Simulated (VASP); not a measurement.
# Sb5C2 (P2/m) in VASP: further runs

The runs below take Sb5C2 through single point, relaxation of cell and atoms, with PBE.

All numbers are computed with VASP 6.6.1; they aren't measurements. Logs are shortened: lines on timing, memory, paths and dates and some standing lists are left out, and cuts for length are marked.

### Step 1. The cell of the first run

It takes space group P2/m (No. 10, monoclinic). Conventional cell: a = 5.601 Å, b = 3.406 Å, c = 9.704 Å, α = 90.00°, β = 103.56°, γ = 90.00°. Within 2.7 Å of Sb (site symmetry m) lie 1 C at 2.07 Å. Sb (site symmetry m) has 1 C at 2.09 Å within 2.8 Å. Within 2.9 Å of Sb (site symmetry 2/m) lie 2 C at 2.19 Å. Within 2.7 Å of C (site symmetry m) lie 3 Sb at 2.07 to 2.19 Å.

The cell was generated, and may not be a known phase.

### Step 2. Single point, PBE

INCAR

```
SYSTEM = Sb5C2
PREC = Accurate ; ENCUT = 520
EDIFF = 1E-6 ; ISMEAR = 0
SIGMA = 0.1 ; LREAL = .FALSE.
LASPH = .TRUE. ; NELM = 80
ALGO = Normal ; ISIF = 2
LWAVE = .FALSE. ; LCHARG = .TRUE.
GGA = PE ; LELF = .TRUE.
LVHAR = .TRUE. ; NBANDS = 26
```

KPOINTS

```
Automatic mesh
0
G
  4 8 4
  0 0 0
```

POSCAR

```
Sb5C2
1.0
    5.5612849118      0.0000000000     -0.6668153212
    0.0000000000      3.4061132367      0.0000000000
   -2.1786017622      0.0000000000      9.7620847079
Sb C
5 2
Direct
    0.2776171905      0.0000000000      0.6091163180
    0.7223828095      0.0000000000      0.3908836820
    0.8346810415      0.0000000000      0.8159246540
    0.1653189585      0.0000000000      0.1840753460
    0.5000000000      0.0000000000      0.0000000000
    0.1935872105      0.0000000000      0.7953917234
    0.8064127895      0.0000000000      0.2046082766
```

Potentials or basis: VASP PAW PBE potentials, release 64 (Sb, C).

Command:

```console
> cat potpaw_PBE.64/Sb/POTCAR potpaw_PBE.64/C/POTCAR > POTCAR
> mpirun -np 1 vasp_std > vasp.out
```

OUTCAR:

```text
SYSTEM = Sb5C2
   PREC = Accurate
   ENCUT = 520
   EDIFF = 1E-6
   ISMEAR = 0
   LREAL = .FALSE.
   LASPH = .TRUE.
   NELM = 80
   ISIF = 2
   GGA = PE

 ion  position               nearest neighbor table
   1  0.278  0.000  0.609-   6 2.07   3 3.12   2 3.15   5 3.69   3 3.72
   2  0.722  0.000  0.391-   7 2.07   4 3.12   1 3.15   5 3.69   4 3.72
   3  0.835  0.000  0.816-   6 2.09   5 3.03   1 3.12   4 3.53   5 3.57   1 3.72
   4  0.165  0.000  0.184-   7 2.09   5 3.03   2 3.12   3 3.53   5 3.57   2 3.72
   5  0.500  0.000  0.000-   6 2.19   7 2.19   3 3.03   4 3.03   4 3.57   3 3.57   2 3.69   1 3.69

   6  0.194  0.000  0.795-   1 2.07   3 2.09   5 2.19
   7  0.806  0.000  0.205-   2 2.07   4 2.09   5 2.19

  LATTYP: Found a simple monoclinic cell.
 ALAT       =     5.6011188653
 B/A-ratio  =     0.6081130072
 C/A-ratio  =     1.7325004542
 COS(beta)  =    -0.2345264646

  Lattice vectors:

 A1 = (   5.5612849118,   0.0000000000,  -0.6668153212)
 A2 = (   0.0000000000,  -3.4061132367,   0.0000000000)
 A3 = (  -3.3826831496,   0.0000000000,  -9.0952693867)

Analysis of symmetry for initial positions (statically):
=====================================================================
 Subroutine PRICEL returns:
 Original cell was already a primitive cell.

 Routine SETGRP: Setting up the symmetry group for a
 simple monoclinic supercell.

 Subroutine GETGRP returns: Found  4 space group operations
 (whereof  4 operations were pure point group operations)
 out of a pool of  4 trial point group operations.

The static configuration has the point symmetry C_2h.

Analysis of symmetry for dynamics (positions and initial velocities):
=====================================================================
 Subroutine PRICEL returns:
 Original cell was already a primitive cell.

 Routine SETGRP: Setting up the symmetry group for a
 simple monoclinic supercell.

 Subroutine GETGRP returns: Found  4 space group operations
 (whereof  4 operations were pure point group operations)
 out of a pool of  4 trial point group operations.

The dynamic configuration has the point symmetry C_2h.

 Subroutine INISYM returns: Found  4 space group operations
 (whereof  4 operations are pure point group operations),
 and found     1 'primitive' translations

----------------------------------------------------------------------------------------

                                     Primitive cell

  volume of cell :     179.9688

  direct lattice vectors                    reciprocal lattice vectors
     5.561284912  0.000000000 -0.666815321     0.184758464  0.000000000  0.041232496
     0.000000000  3.406113237  0.000000000     0.000000000  0.293589769  0.000000000
    -2.178601762  0.000000000  9.762084708     0.012620232  0.000000000  0.105253590

  length of vectors
     5.601118865  3.406113237 10.002229925     0.189303483  0.293589769  0.106007492

  position of ions in fractional coordinates (direct lattice)
     0.277617191  0.000000000  0.609116318
     0.722382809  0.000000000  0.390883682
     0.834681041  0.000000000  0.815924654
     0.165318959  0.000000000  0.184075346
     0.500000000  0.000000000  0.000000000
     0.193587210  0.000000000  0.795391723
     0.806412790  0.000000000  0.204608277

  ion indices of the primitive-cell ions
   primitive index   ion index
                 1           1
                 2           2
                 3           3
                 4           4
                 5           5
                 6           6
                 7           7

----------------------------------------------------------------------------------------

 KPOINTS: Automatic mesh

Automatic generation of k-mesh.
 Grid dimensions read from file:
 generate k-points for:    4    8    4

 Generating k-lattice:

  Cartesian coordinates                     Fractional coordinates (reciprocal lattice)
     0.046189616  0.000000000  0.010308124     0.250000000  0.000000000  0.000000000
     0.000000000  0.036698721  0.000000000     0.000000000  0.125000000  0.000000000
     0.003155058  0.000000000  0.026313397     0.000000000  0.000000000  0.250000000

  Length of vectors
     0.047325871  0.036698721  0.026501873

  Shift w.r.t. Gamma in fractional coordinates (k-lattice)
     0.000000000  0.000000000  0.000000000

 Subroutine IBZKPT returns following result:
 ===========================================

 Found     50 irreducible k-points:

 Following reciprocal coordinates:
            Coordinates               Weight
  0.000000  0.000000  0.000000      1.000000
  0.250000  0.000000  0.000000      2.000000
  0.500000  0.000000  0.000000      1.000000
  0.000000  0.125000  0.000000      2.000000
  0.250000  0.125000  0.000000      4.000000
  0.500000  0.125000  0.000000      2.000000
[... 16 lines left out ...]
 -0.250000  0.125000  0.250000      4.000000
  0.000000  0.250000  0.250000      4.000000
 [... further k-points ...]
   k-points           NKPTS =     50   k-points in BZ     NKDIM =     50   number of bands    NBANDS=     26
   number of dos      NEDOS =    301   number of ions     NIONS =      7
   total plane-waves  NPLWV =  94080
   dimension x,y,z NGX =    42 NGY =   28 NGZ =   80
   dimension x,y,z NGXF=    84 NGYF=   56 NGZF=  160
   ions per type =               5   2
   NGX,Y,Z   is equivalent  to a cutoff of  12.47, 13.67, 13.30 a.u.
   NGXF,Y,Z  is equivalent  to a cutoff of  24.93, 27.33, 26.59 a.u.
 SYSTEM =  Sb5C2
   PREC   = accura    normal or accurate (medium, high low for compatibility)
   ISTART =      0    job   : 0-new  1-cont  2-samecut
   ICHARG =      2    charge: 1-file 2-atom 10-const
   ISPIN  =      1    spin polarized calculation?
   LNONCOLLINEAR =      F non collinear calculations
   LSORBIT =      F    spin-orbit coupling
   LASPH  =      T    aspherical Exc in radial PAW
   ENCUT  =  520.0 eV  38.22 Ry    6.18 a.u.  10.41  6.33 18.60*2*pi/ulx,y,z
   NELM   =     80;   NELMIN=  2; NELMDL= -5     # of ELM steps
   EDIFF  = 0.1E-05   stopping-criterion for ELM
   LREAL  =      F    real-space projection
[... 7 lines left out ...]
   TEBEG  =    0.0;   TEEND  =   0.0 temperature during run
   PSTRESS=    0.0 pullay stress
   NELECT =      33.0000    total number of electrons
   NUPDOWN=      -1.0000    fix difference up-down
   EMIN   =  10.00;   EMAX   =-10.00  energy-range for DOS
   EFERMI =   0.00;   METHOD = LEGACY
   ISMEAR =     0;   SIGMA  =   0.10  broadening in eV -4-tet -1-fermi 0-gaus
   EFERMI_NEDOS =   21; number of points for ismear=-14 and -15
   IALGO  =     38    algorithm
   IMIX   =      4    mixing-type and parameters
     AMIX     =   0.40;   BMIX     =  1.00
     AMIX_MAG =   1.60;   BMIX_MAG =  1.00
  volume/ion in A,a.u.               =      25.71       173.50
  Fermi-wavevector in a.u.,A,eV,Ry     =   0.930066  1.757570 11.769346  0.865023
  Thomas-Fermi vector in A             =   2.056415
   LORBIT       =      0    0 simple, 1 ext, 2 COOP (PROOUT), +10 PAW based schemes
   GGA     = PE    functional components
   LHFCALC =     F    Hartree Fock is set to
   AEXX    =    0.0000 exact exchange contribution
   IVDW    =     0    specifies the selected vdW correction
   LEPSILON=     F    determine dielectric tensor
   LRPA    =     F    only Hartree local field effects (RPA)
 non-spin polarized calculation
 Gauss-broadening in eV      SIGMA  =   0.10
  energy-cutoff  :      520.00
  volume of cell :      179.97
 maximum number of plane-waves:      4888
 NGX is ok and might be reduce to    42
   NGX = 21   NGY = 13   NGZ = 37

 number of electron      32.9999999 magnetization

 Free energy of the ion-electron system (eV)
  ---------------------------------------------------
  ext. energy  EPLUGINS =         0.00000000
  ---------------------------------------------------
  free energy    TOTEN  =       -31.99312231 eV

  energy without entropy =      -31.98121744  energy(sigma->0) =      -31.98716987

 E-fermi :   5.8877     XC(G=0):  -9.3281

 val. band max:        5.8655093488   @ k =  -0.2500   0.5000   0.2500
 cond. band min:       5.9202340290   @ k =   0.0000   0.5000   0.0000
 fundamental gap:      0.0547246801
 Fermi energy:         5.8876589798

 k-point     1 :       0.0000    0.0000    0.0000
  band No.  band energies     occupation
      1      -7.5521      2.00000
      2      -6.6969      2.00000
      3      -4.6771      2.00000
      4      -3.1228      2.00000
      5      -3.0109      2.00000
      6      -2.0657      2.00000
[... 18 lines left out ...]
     25      10.4633      0.00000
     26      10.4726      0.00000

 k-point     2 :       0.2500    0.0000    0.0000
  band No.  band energies     occupation
      1      -7.3255      2.00000
      2      -6.6315      2.00000
      3      -4.5591      2.00000
      4      -4.1979      2.00000
      5      -3.8302      2.00000
      6      -1.8868      2.00000
[... 18 lines left out ...]
     25      10.4257      0.00000
     26      11.0932      0.00000

 k-point     3 :       0.5000    0.0000    0.0000
  band No.  band energies     occupation
      1      -6.9107      2.00000
      2      -6.6805      2.00000
      3      -4.9351      2.00000
      4      -4.7346      2.00000
      5      -3.8599      2.00000
      6      -2.2358      2.00000
[... 572 lines left out ...]
 k-point    23 :      -0.2500    0.1250    0.2500
  band No.  band energies     occupation
      1      -7.2389      2.00000
      2      -6.4940      2.00000
      3      -4.3940      2.00000
      4      -4.1238      2.00000
      5      -3.7980      2.00000
      6      -1.3069      2.00000
[... 18 lines left out ...]
     25      10.6335      0.00000
     26      11.4337      0.00000

 k-point    24 :       0.0000    0.2500    0.2500
  band No.  band energies     occupation
      1      -7.1093      2.00000
      2      -6.4540      2.00000
      3      -3.8887      2.00000
      4      -2.7309      2.00000
      5      -2.5920      2.00000
      6      -1.8150      2.00000
[... 18 lines left out ...]
     25      10.2668      0.00000
     26      11.5587      0.00000

 [... further k-points ...]

------------------------ aborting loop because EDIFF is reached ----------------------------------------

  FORCE on cell =-STRESS in cart. coord.  units (eV):
  Direction    XX          YY          ZZ          XY          YZ          ZX
  --------------------------------------------------------------------------------------
  -------------------------------------------------------------------------------------
  Total        0.4066848     -0.0187613      0.5682044      0.0000000      0.0000000     -0.1417799
  in kB        3.6205221     -0.1670230      5.0584544      0.0000000      0.0000000     -1.2621992
  external PRESSURE =       2.8373178 kB  Pullay stress =       0.0000000 kB

 VOLUME and BASIS-vectors are now :
 -----------------------------------------------------------------------------
  energy-cutoff  :      520.00
  volume of cell :      179.97
      direct lattice vectors                 reciprocal lattice vectors
     5.561284912  0.000000000 -0.666815321     0.184758464  0.000000000  0.041232496
     0.000000000  3.406113237  0.000000000     0.000000000  0.293589769  0.000000000
    -2.178601762  0.000000000  9.762084708     0.012620232  0.000000000  0.105253590

 POSITION                                       TOTAL-FORCE (eV/Angst)
 -----------------------------------------------------------------------------------
      0.21689      0.00000      5.76113         0.060474      0.000000     -0.119455
      3.16580      0.00000      3.33414        -0.060474     -0.000000      0.119455
      2.86432      0.00000      7.40855        -0.072160      0.000000      0.035844
      0.51836      0.00000      1.68672         0.072160     -0.000000     -0.035844
      2.78064      0.00000     -0.33341         0.000000      0.000000     -0.000000
     -0.65625      0.00000      7.63559        -0.010307      0.000000      0.051415
      4.03893      0.00000      1.45967         0.010307     -0.000000     -0.051415
 -----------------------------------------------------------------------------------
    total drift:                                0.000000      0.000000     -0.000000

  FREE ENERGIE OF THE ION-ELECTRON SYSTEM (eV)
  ---------------------------------------------------
  free  energy   TOTEN  =       -31.9931223099 eV

  energy  without entropy=      -31.9812174377  energy(sigma->0) =      -31.98716987
```

It took 2.6 min on 1 thread of Intel Xeon 6975P-C (Granite Rapids), shared host; peak memory 0.4 GiB.

What came out:

- Free energy: -31.9931 eV
- Pressure: 0.3 GPa
- Largest force: 0.134 eV/Å
- Band gap on the k mesh: zero (an odd number of electrons rules out a gap without spin polarisation)

Forces on the atoms (eV/Å):
```
Sb   0.060  0.000 -0.119
Sb  -0.060  0.000  0.119
Sb  -0.072  0.000  0.036
Sb   0.072  0.000 -0.036
Sb   0.000  0.000  0.000
C   -0.010  0.000  0.051
C    0.010  0.000 -0.051
```

Levels at points of the mesh, in eV from the Fermi level:
| k point | band 14 | band 15 | band 16 | band 17 | band 18 | band 19 | band 20 | band 21 |
| --- | --- | --- | --- | --- | --- | --- | --- | --- |
| (0.00, 0.00, 0.00) | -0.82 | -0.27 | 1.17 | 1.71 | 2.91 | 2.96 | 3.35 | 3.83 |
| (0.50, 0.00, 0.00) | -0.47 | -0.24 | 0.42 | 0.92 | 2.47 | 2.72 | 2.73 | 2.90 |
| (0.00, 0.50, 0.00) | -1.78 | -1.70 | -1.67 | -0.28 | -0.27 | -0.22 | 0.03 | 2.25 |
| (0.50, 0.50, 0.00) | -2.47 | -2.23 | -1.87 | -1.06 | -0.41 | 0.08 | 1.24 | 1.78 |
| (0.00, 0.00, 0.50) | -0.76 | -0.37 | 0.37 | 0.96 | 2.77 | 3.44 | 3.45 | 3.78 |
| (0.50, 0.00, 0.50) | -0.56 | -0.52 | -0.17 | 1.81 | 1.85 | 2.59 | 2.76 | 2.78 |
| (0.00, 0.50, 0.50) | -2.23 | -1.79 | -1.34 | -0.83 | -0.58 | 0.17 | 0.25 | 1.63 |
| (0.50, 0.50, 0.50) | -2.45 | -2.18 | -1.64 | -0.42 | -0.15 | 0.48 | 0.68 | 1.04 |

Caveat: spin-orbit coupling is left out, which moves the levels of the heavy elements.

### Step 3. Relaxation of cell and atoms, PBE

This run uses another cell than the first one, of 10.41 Å³/atom.

INCAR

```
  PREC = Accurate
  ENCUT = 600
  EDIFF = 1E-6
  ISMEAR = 0
  SIGMA = 0.1
  LREAL = F
  LASPH = T
  NELM = 100
  ALGO = Normal
  ISIF = 3
  LWAVE = F
  LCHARG = F
  GGA = PE
  IBRION = 2
  NSW = 90
  EDIFFG = -0.04
```

KPOINTS

```
Automatic mesh
0
Gamma
  4 8 4
```

POSCAR

```
Sb5C2
1.0
    4.8624398300      0.0000000000      0.0000000000
    0.0000000000      2.1751743100      0.0000000000
   -1.0791072600      0.0000000000      6.8866100000
Sb C
5 2
Direct
    0.2141710100      0.0000000000      0.5706959800
    0.7858289900      0.0000000000      0.4293040200
    0.6431190200      0.0000000000      0.7146679600
    0.3568809800      0.0000000000      0.2853320400
    0.5000000000      0.0000000000      0.0000000000
    0.0734870000      0.0000000000      0.8524150100
    0.9265130000      0.0000000000      0.1475849900
```

Potentials or basis: VASP PAW PBE potentials, release 64 (Sb, C).

Command:

```console
> cat potpaw_PBE.64/Sb/POTCAR potpaw_PBE.64/C/POTCAR > POTCAR
> mpirun -np 1 vasp_std > vasp.out
```

It took 34 min on 1 thread of Intel Xeon 6975P-C (Granite Rapids), shared host; peak memory 0.24 GiB.

It converged, with:

```
Free energy                           : -31.5685 eV
Relaxed volume                        : 24.07 Å³/atom
Relaxed cell                          : a = 5.658 Å, b = 3.250 Å, c = 9.685 Å, α = 90.00°, β = 108.89°, γ = 90.00°
Space group after relaxing (to 0.1 Å) : P2/m (No. 10)
Energy gained by relaxing             : 8544.7 meV/atom
Ionic steps                           : 51
Pressure after relaxing               : 0.0 GPa
Largest force after relaxing          : 0.032 eV/Å
```

Forces in eV/Å, atoms in the order of the input:
```
Sb  -0.011  0.000  0.007
Sb   0.011  0.000 -0.007
Sb  -0.032  0.000 -0.004
Sb   0.032  0.000  0.004
Sb   0.000  0.000  0.000
C    0.015  0.000  0.016
C   -0.015  0.000 -0.016
```

Stress tensor (GPa, compression positive):
```
 0.10  0.00 -0.08
 0.00 -0.01  0.00
-0.08  0.00  0.06
```

The path:
```
step  energy change (eV)  largest force (eV/Å)  pressure (GPa)  volume (Å³)
   1              0.0000               16.3583          388.26        72.84
   3            -35.3221                2.8666           -5.44       672.01
   5            -54.5324                1.7916          -10.56       244.33
   7            -57.5576                1.3232           -5.05       185.48
   9            -57.8440                1.4291           -0.02       167.52
  11            -58.5944                0.6502           -0.56       166.98
  13            -58.7179                0.6301            1.32       164.25
  15            -59.0605                0.6243           -1.87       178.82
  17            -59.1982                1.0657            0.04       177.02
  19            -59.5311                0.7980           -0.08       173.81
  21            -59.5855                0.6963           -0.15       172.34
  23            -59.6590                0.4544           -1.03       171.32
  25            -59.7076                0.3541            0.43       166.52
  27            -59.7261                0.2756            0.24       166.90
  29            -59.7409                0.1349           -0.66       168.79
  31            -59.7501                0.2923            0.13       167.09
  33            -59.7658                0.1835            0.52       165.39
  35            -59.7719                0.1724           -0.15       166.45
  37            -59.7814                0.1103            0.00       166.71
  39            -59.7893                0.0651            0.13       166.64
  41            -59.7975                0.1110            0.07       167.36
  43            -59.8008                0.1254           -0.04       167.71
  45            -59.8068                0.1068            0.13       167.82
  47            -59.8092                0.1059            0.14       167.91
  49            -59.8127                0.0733           -0.07       168.65
  51            -59.8131                0.0319            0.05       168.52
```

Final structure:
```
Sb C
1.0
     5.62198    0.00000   -0.63798
     0.00000    3.25018    0.00000
    -2.08179    0.00000    9.45883
Sb C
5 2
Cartesian
  0.3184 0.0000 5.4720
  3.2218 0.0000 3.3489
  3.0082 0.0000 7.1700
  0.5320 0.0000 1.6509
  2.8110 0.0000 -0.3190
  -0.5507 0.0000 7.3780
  4.0909 0.0000 1.4428
```

Levels at points of the mesh, in eV from the Fermi level:
```
           k point  band 15  band 16  band 17  band 18  band 19  band 20
(0.00, 0.00, 0.00)     0.19     1.06     1.81     3.10     3.30     4.02
(0.50, 0.00, 0.00)     0.17     0.20     0.51     2.35     2.83     4.22
(0.00, 0.50, 0.00)    -2.16    -1.81    -0.55    -0.33    -0.22    -0.20
(0.50, 0.50, 0.00)    -2.07    -1.78    -0.89    -0.73     0.09     0.90
(0.00, 0.00, 0.50)     0.09     0.09     0.78     2.35     3.79     3.98
(0.50, 0.00, 0.50)    -0.09     0.25     1.43     1.90     2.06     3.57
(0.00, 0.50, 0.50)    -2.29    -1.22    -0.91    -0.54     0.00     0.46
(0.50, 0.50, 0.50)    -2.04    -1.39    -0.55    -0.19     0.62     0.76
```

Caveat: the k points lie up to 0.29 Å⁻¹ apart in the final cell; the volume moved by over 15 % at a fixed basis, so the end points are rough; the highest band is partly filled, so the run has too few bands; spin-orbit coupling is left out, which moves the levels of the heavy elements.

The gap in the log of VASP goes by the Fermi energy; the results here count the filled bands.